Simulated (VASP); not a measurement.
Set up this calculation in VASP 6.6.1, as the native input.

```
Task                   : single point
Functional             : r2SCAN
Dispersion             : rVV10
Potentials or basis    : VASP PAW PBE potentials, release 64 (Pb_d, Cs_sv, Cl)
Cutoff                 : 520 eV
k mesh                 : 5 × 5 × 5
Occupations            : fermi-dirac, width 0.05 eV
Spin                   : no spin polarisation
Dipole correction      : no
Further INCAR settings : ALGO = Normal; EDIFF = 1e-06; NBANDS = 30
```

Crystal: CsPbCl3.

```
Pb Cs Cl
1.0
     5.62484    0.00000    0.00000
     0.00000    5.62484    0.00000
     0.00000    0.00000    5.62484
Pb Cs Cl
1 1 3
Direct
  0.50000 0.50000 0.50000
  0.00000 0.00000 0.00000
  0.50000 0.00000 0.50000
  0.00000 0.50000 0.50000
  0.50000 0.50000 0.00000
```

One way to write it, as run:

POSCAR

```
CsPbCl3
1.0
    5.6248437686      0.0000000000      0.0000000000
    0.0000000000      5.6248437686      0.0000000000
    0.0000000000      0.0000000000      5.6248437686
Pb Cs Cl
1 1 3
Direct
    0.5000000000      0.5000000000      0.5000000000
    0.0000000000      0.0000000000      0.0000000000
    0.5000000000      0.0000000000      0.5000000000
    0.0000000000      0.5000000000      0.5000000000
    0.5000000000      0.5000000000      0.0000000000
```

INCAR.step1

```
SYSTEM = CsPbCl3
PREC = Accurate ; ENCUT = 520
ISMEAR = -1 ; SIGMA = 0.05
LREAL = .FALSE. ; LASPH = .TRUE.
NELM = 80 ; NBANDS = 30
GGA = PE ; ALGO = Normal
EDIFF = 1E-4 ; LWAVE = .TRUE.
LCHARG = .FALSE.
```

INCAR.step2

```
SYSTEM = CsPbCl3
PREC = Accurate ; ENCUT = 520
EDIFF = 1E-6 ; ISMEAR = -1
SIGMA = 0.05 ; LREAL = .FALSE.
LASPH = .TRUE. ; NELM = 80
ALGO = Normal ; ISIF = 2
LWAVE = .FALSE. ; LCHARG = .FALSE.
METAGGA = R2SCAN ; LMIXTAU = .TRUE.
LUSE_VDW = .TRUE. ; IVDW_NL = 2
BPARAM = 11.95 ; CPARAM = 0.0093
NBANDS = 30 ; ISTART = 1
```

KPOINTS

```
Automatic mesh
0
G
  5 5 5
  0 0 0
```

Potentials or basis: VASP PAW PBE potentials, release 64 (Pb_d, Cs_sv, Cl).

The run is started by

```bash
$ cat potpaw_PBE.64/Pb_d/POTCAR potpaw_PBE.64/Cs_sv/POTCAR potpaw_PBE.64/Cl/POTCAR > POTCAR
$ cp INCAR.step1 INCAR
$ mpirun -np 1 vasp_std > vasp.out
$ cp INCAR.step2 INCAR
$ mpirun -np 1 vasp_std > vasp.out
```

It gave:

- Pressure: 0.0 GPa
- Band gap on the k mesh: 3.31 eV, direct

Caveat: the PAW data sets were made with another functional, which shifts forces and pressure a little; spin-orbit coupling is left out, which moves the levels of the heavy elements.

Wall time 2.2 min on 1 thread of Intel(R) Xeon(R) 6975P-C (Granite Rapids) (shared host), peak memory 0.57 GiB.
